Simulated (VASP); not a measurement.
Here is a VASP 6.6.1 calculation.

The input POSCAR:

```
GaAs
1.0
    0.0000000000      2.8047542445      2.8047542445
    2.8047542445      0.0000000000      2.8047542445
    2.8047542445      2.8047542445      0.0000000000
Ga As
1 1
Direct
    0.0000000000      0.0000000000      0.0000000000
    0.2500000000      0.2500000000      0.2500000000
```

The input INCAR.step1:

```
PREC = Accurate ; ENCUT = 520
ISMEAR = -1 ; SIGMA = 0.02
LREAL = F ; LASPH = T
NELM = 150 ; MAGMOM = 0 0 0 0 0 0
LSORBIT = T ; GGA_COMPAT = F
NBANDS = 30 ; GGA = PE
ALGO = Normal ; EDIFF = 1E-4
LWAVE = T ; LCHARG = F
```

INCAR.step2

```
PREC = Accurate ; ENCUT = 520
EDIFF = 1E-6 ; ISMEAR = -1
SIGMA = 0.02 ; LREAL = F
LASPH = T ; NELM = 150
ALGO = Normal ; ISIF = 2
LWAVE = F ; LCHARG = F
MAGMOM = 0 0 0 0 0 0 ; LORBIT = 11
LSORBIT = T ; GGA_COMPAT = F
LORBMOM = T ; METAGGA = R2SCAN
LMIXTAU = T ; NBANDS = 30
ISTART = 1
```

The input KPOINTS:

```
Automatic mesh
0
Gamma
  8 8 8
```

Potentials or basis: VASP PAW PBE potentials, release 64 (Ga_d, As).

Command:

```sh
$ cat potpaw_PBE.64/Ga_d/POTCAR potpaw_PBE.64/As/POTCAR > POTCAR
$ cp INCAR.step1 INCAR
$ mpirun -np 1 vasp_ncl > vasp.out
$ cp INCAR.step2 INCAR
$ mpirun -np 1 vasp_ncl > vasp.out
```

Q: What does it give for the net moment?

A: 0.00 μB per cell.

Q: Predict the pressure.

A: 2.5 GPa.

Moments on the atoms (μB; x, y, z):
```
Ga  0.00 0.00 0.00
As  0.00 0.00 0.00
```

Caveat: the cell differs from its parent crystal (strain -1.0%); the PAW data sets were made with another functional, which shifts forces and pressure a little.
